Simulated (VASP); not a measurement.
# ZnSe (F-43m) in VASP: further runs

The runs below take ZnSe through single point, with PBE-based screened hybrid, r2SCAN50.

Everything below comes from runs of VASP 6.6.1. Logs are shortened: lines on timing, memory, paths and dates and some standing lists are left out, and cuts for length are marked.

## Step 1: The cell of the first run

The structure is cubic, space group F-43m (No. 216). The conventional cell has a = 5.668 Å, b = 5.668 Å, c = 5.668 Å, α = 90.00°, β = 90.00°, γ = 90.00°. Within 3.2 Å of Zn (site symmetry -43m) lie 4 Se at 2.45 Å. Se (site symmetry -43m) has 4 Zn at 2.45 Å within 3.2 Å.

## Step 2: Single point, PBE-based screened hybrid

File POSCAR:

```
ZnSe
1.0
    0.0000000000      2.8337995388      2.8337995388
    2.8337995388      0.0000000000      2.8337995388
    2.8337995388      2.8337995388      0.0000000000
Zn Se
1 1
Direct
    0.0000000000      0.0000000000      0.0000000000
    0.7500000000      0.7500000000      0.7500000000
```

File INCAR.step1:

```
SYSTEM = ZnSe
ALGO = Normal
EDIFF = 1E-5
ENCUT = 520
GGA = PE
ISIF = 2
ISMEAR = 0
LASPH = .True.
LREAL = .False.
LWAVE = .True.
NBANDS = 16
NELM = 60
PREC = Accurate
SIGMA = 0.05
```

File INCAR.step2:

```
SYSTEM = ZnSe
AEXX = 0.35
ALGO = Normal
EDIFF = 1E-7
ENCUT = 520
GGA = PE
HFSCREEN = 0.20787
ISIF = 2
ISMEAR = 0
ISTART = 1
LASPH = .True.
LCHARG = .True.
LELF = .True.
LHFCALC = .True.
LREAL = .False.
LVHAR = .True.
LWAVE = .False.
NBANDS = 16
NELM = 60
PREC = Accurate
PRECFOCK = Normal
SIGMA = 0.05
```

File KPOINTS:

```
k-points
0
Gamma
  4 4 4
  0 0 0
```

Potentials or basis: VASP PAW PBE potentials, release 64 (Zn, Se).

Launch:

```sh
> cat potpaw_PBE.64/Zn/POTCAR potpaw_PBE.64/Se/POTCAR > POTCAR
> cp INCAR.step1 INCAR
> mpirun -np 1 vasp_std > vasp.out
> cp INCAR.step2 INCAR
> mpirun -np 1 vasp_std > vasp.out
```

OUTCAR:

```text
SYSTEM = ZnSe
   AEXX = 0.35
   EDIFF = 1E-7
   ENCUT = 520
   GGA = PE
   HFSCREEN = 0.20787
   ISIF = 2
   ISMEAR = 0
   ISTART = 1
   LASPH = .True.
   LHFCALC = .True.
   LREAL = .False.
   NELM = 60
   PREC = Accurate
   PRECFOCK = Normal

 ion  position               nearest neighbor table
   1  0.000  0.000  0.000-   2 2.45   2 2.45   2 2.45   2 2.45
   2  0.750  0.750  0.750-   1 2.45   1 2.45   1 2.45   1 2.45

  LATTYP: Found a face centered cubic cell.
 ALAT       =     5.6675990776

  Lattice vectors:

 A1 = (   0.0000000000,   2.8337995388,   2.8337995388)
 A2 = (   2.8337995388,   0.0000000000,   2.8337995388)
 A3 = (   2.8337995388,   2.8337995388,   0.0000000000)

Analysis of symmetry for initial positions (statically):
=====================================================================
 Subroutine PRICEL returns:
 Original cell was already a primitive cell.

 Routine SETGRP: Setting up the symmetry group for a
 face centered cubic supercell.

 Subroutine GETGRP returns: Found 24 space group operations
 (whereof 24 operations were pure point group operations)
 out of a pool of 48 trial point group operations.

The static configuration has the point symmetry T_d .

Analysis of symmetry for dynamics (positions and initial velocities):
=====================================================================
 Subroutine PRICEL returns:
 Original cell was already a primitive cell.

 Routine SETGRP: Setting up the symmetry group for a
 face centered cubic supercell.

 Subroutine GETGRP returns: Found 24 space group operations
 (whereof 24 operations were pure point group operations)
 out of a pool of 48 trial point group operations.

The dynamic configuration has the point symmetry T_d .

 Subroutine INISYM returns: Found 24 space group operations
 (whereof 24 operations are pure point group operations),
 and found     1 'primitive' translations

----------------------------------------------------------------------------------------

                                     Primitive cell

  volume of cell :      45.5132

  direct lattice vectors                    reciprocal lattice vectors
     0.000000000  2.833799539  2.833799539    -0.176441556  0.176441556  0.176441556
     2.833799539  0.000000000  2.833799539     0.176441556 -0.176441556  0.176441556
     2.833799539  2.833799539  0.000000000     0.176441556  0.176441556 -0.176441556

  length of vectors
     4.007597741  4.007597741  4.007597741     0.305605740  0.305605740  0.305605740

  position of ions in fractional coordinates (direct lattice)
     0.000000000  0.000000000  0.000000000
     0.750000000  0.750000000  0.750000000

  ion indices of the primitive-cell ions
   primitive index   ion index
                 1           1
                 2           2

----------------------------------------------------------------------------------------

 KPOINTS: k-points

Automatic generation of k-mesh.
 Grid dimensions read from file:
 generate k-points for:    4    4    4

 Generating k-lattice:

  Cartesian coordinates                     Fractional coordinates (reciprocal lattice)
    -0.044110389  0.044110389  0.044110389     0.250000000  0.000000000  0.000000000
     0.044110389 -0.044110389  0.044110389     0.000000000  0.250000000  0.000000000
     0.044110389  0.044110389 -0.044110389     0.000000000  0.000000000  0.250000000

  Length of vectors
     0.076401435  0.076401435  0.076401435

  Shift w.r.t. Gamma in fractional coordinates (k-lattice)
     0.000000000  0.000000000  0.000000000

 Subroutine IBZKPT returns following result:
 ===========================================

 Found      8 irreducible k-points:

 Following reciprocal coordinates:
            Coordinates               Weight
  0.000000  0.000000  0.000000      1.000000
  0.250000  0.000000  0.000000      8.000000
  0.500000  0.000000  0.000000      4.000000
  0.250000  0.250000  0.000000      6.000000
  0.500000  0.250000  0.000000     24.000000
 -0.250000  0.250000  0.000000     12.000000
  0.500000  0.500000  0.000000      3.000000
 -0.250000  0.500000  0.250000      6.000000
   k-points           NKPTS =      8   k-points in BZ     NKDIM =     64   number of bands    NBANDS=     16
   number of dos      NEDOS =    301   number of ions     NIONS =      2
   total plane-waves  NPLWV =  27000
   dimension x,y,z NGX =    30 NGY =   30 NGZ =   30
   dimension x,y,z NGXF=    60 NGYF=   60 NGZF=   60
   ions per type =               1   1
   NGX,Y,Z   is equivalent  to a cutoff of  12.44, 12.44, 12.44 a.u.
   NGXF,Y,Z  is equivalent  to a cutoff of  24.89, 24.89, 24.89 a.u.
 SYSTEM =  ZnSe
   PREC   = accura    normal or accurate (medium, high low for compatibility)
   ISTART =      1    job   : 0-new  1-cont  2-samecut
   ICHARG =      0    charge: 1-file 2-atom 10-const
   ISPIN  =      1    spin polarized calculation?
   LNONCOLLINEAR =      F non collinear calculations
   LSORBIT =      F    spin-orbit coupling
   LASPH  =      T    aspherical Exc in radial PAW
   ENCUT  =  520.0 eV  38.22 Ry    6.18 a.u.   7.45  7.45  7.45*2*pi/ulx,y,z
   NELM   =     60;   NELMIN=  2; NELMDL=  0     # of ELM steps
   EDIFF  = 0.1E-06   stopping-criterion for ELM
   LREAL  =      F    real-space projection
   EDIFFG = 0.1E-05   stopping-criterion for IOM
   NSW    =      0    number of steps for IOM
   IBRION =     -1    ionic relax: 0-MD 1-quasi-New 2-CG
   NFREE  =      0    steps in history (QN), initial steepest desc. (CG)
   ISIF   =      2    stress and relaxation
   ISYM   =      3    0-nonsym 1-usesym 2-fastsym
   POTIM  = 0.5000    time-step for ionic-motion
   TEBEG  =    0.0;   TEEND  =   0.0 temperature during run
   PSTRESS=    0.0 pullay stress
   NELECT =      18.0000    total number of electrons
   NUPDOWN=      -1.0000    fix difference up-down
   EMIN   =  10.00;   EMAX   =-10.00  energy-range for DOS
   EFERMI =   0.00;   METHOD = LEGACY
   ISMEAR =     0;   SIGMA  =   0.05  broadening in eV -4-tet -1-fermi 0-gaus
   EFERMI_NEDOS =   21; number of points for ismear=-14 and -15
   IALGO  =     38    algorithm
   IMIX   =      1    mixing-type and parameters
     AMIX     =   0.40;   BMIX     =  1.00
     AMIX_MAG =   1.60;   BMIX_MAG =  1.00
  volume/ion in A,a.u.               =      22.76       153.57
  Fermi-wavevector in a.u.,A,eV,Ry     =   1.201674  2.270834 19.647079  1.444020
  Thomas-Fermi vector in A             =   2.337476
   LORBIT       =      0    0 simple, 1 ext, 2 COOP (PROOUT), +10 PAW based schemes
   GGA     = PE    functional components
   LHFCALC =     T    Hartree Fock is set to
   PRECFOCK=normal    Normal, Fast or Accurate (Low or Medium for compatibility)
   ENCUT4O =  -1.0   cutoff for four orbital integrals eV
   NKREDX  =     1    reduce k-point grid by
   NKREDY  =     1    reduce k-point grid by
   NKREDZ  =     1    reduce k-point grid by
   AEXX    =    0.3500 exact exchange contribution
   HFSCREEN=    0.2079 screening length (either q_TF or 0.3 A-1)
   HFSCREENC=   0.2079 screening length for correlation (either q_TF or 0.3 A-1)
   ENCUTFOCK=  -1.0 apply spherical cutoff to Coloumb kernel
   IVDW    =     0    specifies the selected vdW correction
   LEPSILON=     F    determine dielectric tensor
   LRPA    =     F    only Hartree local field effects (RPA)
 non-spin polarized calculation
 Gauss-broadening in eV      SIGMA  =   0.05
  energy-cutoff  :      520.00
  volume of cell :       45.51
 maximum number of plane-waves:      1243
 NGX is ok and might be reduce to    30
  NGX = 24; NGY = 24; NGZ = 24

 number of electron      18.0000012 magnetization

 Free energy of the ion-electron system (eV)
  ---------------------------------------------------
  ext. energy  EPLUGINS =         0.00000000
  ---------------------------------------------------
  free energy    TOTEN  =        -8.00147892 eV

  energy without entropy =       -8.00147892  energy(sigma->0) =       -8.00147892

 E-fermi :   0.9241     XC(G=0):  -7.0963

 val. band max:        0.6936651405   @ k =   0.0000   0.0000   0.0000
 cond. band min:       3.6034315209   @ k =   0.0000   0.0000   0.0000
 fundamental gap:      2.9097663804
 Fermi energy:         0.9240630526

 k-point     1 :       0.0000    0.0000    0.0000
  band No.  band energies     occupation
      1     -14.0981      2.00000
      2      -8.1589      2.00000
      3      -8.1589      2.00000
      4      -8.1589      2.00000
      5      -7.8407      2.00000
      6      -7.8407      2.00000
[... 8 lines left out ...]
     15      13.8995      0.00000
     16      13.8995      0.00000

 k-point     2 :       0.2500    0.0000    0.0000
  band No.  band energies     occupation
      1     -13.6895      2.00000
      2      -8.1144      2.00000
      3      -8.1144      2.00000
      4      -8.0344      2.00000
      5      -7.8414      2.00000
      6      -7.8414      2.00000
[... 8 lines left out ...]
     15      12.7970      0.00000
     16      13.1124      0.00000

 k-point     3 :       0.5000    0.0000    0.0000
  band No.  band energies     occupation
      1     -13.2148      2.00000
      2      -8.0810      2.00000
      3      -8.0810      2.00000
      4      -7.8286      2.00000
      5      -7.8286      2.00000
      6      -7.6430      2.00000
[... 8 lines left out ...]
     15      15.7797      0.00000
     16      15.7797      0.00000

 k-point     4 :       0.2500    0.2500    0.0000
  band No.  band energies     occupation
      1     -13.5530      2.00000
      2      -8.0806      2.00000
      3      -8.0629      2.00000
      4      -8.0629      2.00000
      5      -7.8555      2.00000
      6      -7.8207      2.00000
[... 8 lines left out ...]
     15      14.8339      0.00000
     16      16.5976      0.00000

 k-point     5 :       0.5000    0.2500    0.0000
  band No.  band energies     occupation
      1     -13.0772      2.00000
      2      -8.0518      2.00000
      3      -8.0136      2.00000
      4      -7.9074      2.00000
      5      -7.8198      2.00000
      6      -7.6252      2.00000
[... 8 lines left out ...]
     15      15.9443      0.00000
     16      16.7993      0.00000

 k-point     6 :      -0.2500    0.2500    0.0000
  band No.  band energies     occupation
      1     -13.2361      2.00000
      2      -8.0628      2.00000
      3      -8.0577      2.00000
      4      -7.8729      2.00000
      5      -7.8519      2.00000
      6      -7.7343      2.00000
[... 8 lines left out ...]
     15      14.7205      0.00000
     16      16.8289      0.00000

 k-point     7 :       0.5000    0.5000    0.0000
  band No.  band energies     occupation
      1     -12.9204      2.00000
      2      -8.0224      2.00000
      3      -7.9494      2.00000
      4      -7.9494      2.00000
      5      -7.8007      2.00000
      6      -7.5862      2.00000
[... 8 lines left out ...]
     15      16.5629      0.00000
     16      17.0601      0.00000

 k-point     8 :      -0.2500    0.5000    0.2500
  band No.  band energies     occupation
      1     -12.9169      2.00000
      2      -8.0189      2.00000
      3      -7.9976      2.00000
      4      -7.8780      2.00000
      5      -7.8471      2.00000
      6      -7.4802      2.00000
[... 8 lines left out ...]
     15      16.5803      0.00000
     16      16.6956      0.00000

------------------------ aborting loop because EDIFF is reached ----------------------------------------

  FORCE on cell =-STRESS in cart. coord.  units (eV):
  Direction    XX          YY          ZZ          XY          YZ          ZX
  --------------------------------------------------------------------------------------
  -------------------------------------------------------------------------------------
  Total        0.3011630      0.3011630      0.3011630     -0.0000000      0.0000000      0.0000000
  in kB       10.6016835     10.6016835     10.6016835     -0.0000000      0.0000000      0.0000000
  external PRESSURE =      10.6016835 kB  Pullay stress =       0.0000000 kB

 VOLUME and BASIS-vectors are now :
 -----------------------------------------------------------------------------
  energy-cutoff  :      520.00
  volume of cell :       45.51
      direct lattice vectors                 reciprocal lattice vectors
     0.000000000  2.833799539  2.833799539    -0.176441556  0.176441556  0.176441556
     2.833799539  0.000000000  2.833799539     0.176441556 -0.176441556  0.176441556
     2.833799539  2.833799539  0.000000000     0.176441556  0.176441556 -0.176441556

 POSITION                                       TOTAL-FORCE (eV/Angst)
 -----------------------------------------------------------------------------------
      0.00000      0.00000      0.00000         0.000000      0.000000      0.000000
      4.25070      4.25070      4.25070        -0.000000     -0.000000     -0.000000
 -----------------------------------------------------------------------------------
    total drift:                               -0.000013     -0.000019     -0.000009

  FREE ENERGIE OF THE ION-ELECTRON SYSTEM (eV)
  ---------------------------------------------------
  free  energy   TOTEN  =        -8.0014789233 eV

  energy  without entropy=       -8.0014789232  energy(sigma->0) =       -8.00147892
```

Run time: 7.7 min. Hardware: 1 thread of Intel Xeon 6975P-C (Granite Rapids), shared host; peak memory 0.27 GiB.

What came out:

* Free energy: -8.0015 eV
* Pressure: 1.1 GPa
* Band gap on the k mesh: 2.91 eV, direct

Caveat: the k points lie up to 0.48 Å⁻¹ apart; the PAW data sets were made with another functional, which shifts forces and pressure a little.

## Step 3: Single point, r2SCAN50

POSCAR is that of step 2.

File INCAR.step1:

```
SYSTEM = ZnSe
ALGO = Normal
EDIFF = 1E-5
ENCUT = 520
GGA = PE
ISIF = 2
ISMEAR = 0
LASPH = .TRUE.
LCHARG = .FALSE.
LREAL = .FALSE.
LWAVE = .TRUE.
NBANDS = 16
NELM = 100
PREC = Accurate
SIGMA = 0.05
```

File INCAR.step2:

```
SYSTEM = ZnSe
AEXX = 0.5
ALGO = Normal
EDIFF = 1E-6
ENCUT = 520
ISIF = 2
ISMEAR = 0
ISTART = 1
LASPH = .TRUE.
LCHARG = .FALSE.
LHFCALC = .TRUE.
LMIXTAU = .TRUE.
LREAL = .FALSE.
LWAVE = .FALSE.
METAGGA = R2SCAN
NBANDS = 16
NELM = 100
PREC = Accurate
PRECFOCK = Normal
SIGMA = 0.05
```

File KPOINTS:

```
k-points
0
G
  4 4 4
  0 0 0
```

Potentials or basis: VASP PAW PBE potentials, release 64 (Zn, Se).

Launch:

```sh
> cat potpaw_PBE.64/Zn/POTCAR potpaw_PBE.64/Se/POTCAR > POTCAR
> cp INCAR.step1 INCAR
> mpirun -np 1 vasp_std > vasp.out
> cp INCAR.step2 INCAR
> mpirun -np 1 vasp_std > vasp.out
```

OUTCAR:

```text
SYSTEM = ZnSe
   AEXX = 0.5
   EDIFF = 1E-6
   ENCUT = 520
   ISIF = 2
   ISMEAR = 0
   ISTART = 1
   LASPH = .TRUE.
   LHFCALC = .TRUE.
   LREAL = .FALSE.
   METAGGA = R2SCAN
   NELM = 100
   PREC = Accurate
   PRECFOCK = Normal

 ion  position               nearest neighbor table
   1  0.000  0.000  0.000-   2 2.45   2 2.45   2 2.45   2 2.45
   2  0.750  0.750  0.750-   1 2.45   1 2.45   1 2.45   1 2.45

  LATTYP: Found a face centered cubic cell.
 ALAT       =     5.6675990776

[... 330 lines left out ...]

------------------------ aborting loop because EDIFF is reached ----------------------------------------

  FORCE on cell =-STRESS in cart. coord.  units (eV):
  Direction    XX          YY          ZZ          XY          YZ          ZX
  --------------------------------------------------------------------------------------
  -------------------------------------------------------------------------------------
  Total       -0.1718834     -0.1718834     -0.1718834     -0.0000000      0.0000000      0.0000000
  in kB       -6.0507219     -6.0507219     -6.0507219     -0.0000000      0.0000000      0.0000000
  external PRESSURE =      -6.0507219 kB  Pullay stress =       0.0000000 kB

 VOLUME and BASIS-vectors are now :
 -----------------------------------------------------------------------------
  energy-cutoff  :      520.00
  volume of cell :       45.51
      direct lattice vectors                 reciprocal lattice vectors
     0.000000000  2.833799539  2.833799539    -0.176441556  0.176441556  0.176441556
     2.833799539  0.000000000  2.833799539     0.176441556 -0.176441556  0.176441556
     2.833799539  2.833799539  0.000000000     0.176441556  0.176441556 -0.176441556

 POSITION                                       TOTAL-FORCE (eV/Angst)
 -----------------------------------------------------------------------------------
      0.00000      0.00000      0.00000        -0.000000     -0.000000     -0.000000
      4.25070      4.25070      4.25070         0.000000      0.000000      0.000000
 -----------------------------------------------------------------------------------
    total drift:                               -0.000387     -0.000290     -0.000226

  FREE ENERGIE OF THE ION-ELECTRON SYSTEM (eV)
  ---------------------------------------------------
  free  energy   TOTEN  =       -20.1220276812 eV

  energy  without entropy=      -20.1220276812  energy(sigma->0) =      -20.12202768
```

OUTCAR.step1:

```text
SYSTEM = ZnSe
   EDIFF = 1E-5
   ENCUT = 520
   GGA = PE
   ISIF = 2
   ISMEAR = 0
[... 356 lines left out ...]
      0.00000      0.00000      0.00000        -0.000000     -0.000000     -0.000000
      4.25070      4.25070      4.25070         0.000000      0.000000      0.000000
 -----------------------------------------------------------------------------------
    total drift:                                0.000001      0.000001      0.000001

  FREE ENERGIE OF THE ION-ELECTRON SYSTEM (eV)
  ---------------------------------------------------
  free  energy   TOTEN  =        -5.9531298200 eV

  energy  without entropy=       -5.9531298200  energy(sigma->0) =       -5.95312982
```

OSZICAR.step1:

```text
N       E                     dE             d eps       ncg     rms          rms(c)
DAV:   1     0.849394905480E+02    0.84939E+02   -0.83023E+03   256   0.124E+03
DAV:   2    -0.110694972834E+01   -0.86046E+02   -0.81294E+02   280   0.242E+02
DAV:   3    -0.622015575324E+01   -0.51132E+01   -0.50978E+01   328   0.585E+01
DAV:   4    -0.625771895229E+01   -0.37563E-01   -0.37559E-01   280   0.544E+00
DAV:   5    -0.625789960735E+01   -0.18066E-03   -0.18065E-03   352   0.348E-01    0.477E+00
DAV:   6    -0.597403210249E+01    0.28387E+00   -0.54383E-01   384   0.236E+01    0.365E+00
DAV:   7    -0.595259059795E+01    0.21442E-01   -0.15867E-01   272   0.348E+00    0.155E+00
DAV:   8    -0.595268100361E+01   -0.90406E-04   -0.48685E-03   352   0.687E-01    0.459E-01
DAV:   9    -0.595301384679E+01   -0.33284E-03   -0.11978E-03   272   0.263E-01    0.682E-02
DAV:  10    -0.595312930769E+01   -0.11546E-03   -0.18486E-04   320   0.100E-01    0.212E-02
DAV:  11    -0.595312981997E+01   -0.51228E-06   -0.36986E-05   272   0.475E-02
   1 F= -.59531298E+01 E0= -.59531298E+01  d E =-.179470E-16
```

It took 4.5 min on 1 thread of Intel Xeon 6975P-C (Granite Rapids), shared host; peak memory 0.18 GiB.

Results:

- Free energy: -20.1220 eV
- Pressure: -0.6 GPa
- Band gap on the k mesh: 5.14 eV, direct

Levels at points of the mesh, in eV from the valence-band top:
| k point | band 7 | band 8 | band 9 | band 10 | band 11 | band 12 |
| --- | --- | --- | --- | --- | --- | --- |
| (0.00, 0.00, 0.00) | 0.00 | 0.00 | 0.00 | 5.14 | 9.78 | 9.78 |
| (0.50, 0.00, 0.00) | -5.92 | -0.96 | -0.96 | 6.39 | 10.27 | 10.27 |
| (0.50, 0.50, 0.00) | -5.51 | -2.46 | -2.46 | 6.28 | 7.16 | 15.34 |

Caveat: the k points lie up to 0.48 Å⁻¹ apart; the PAW data sets were made with another functional, which shifts forces and pressure a little.
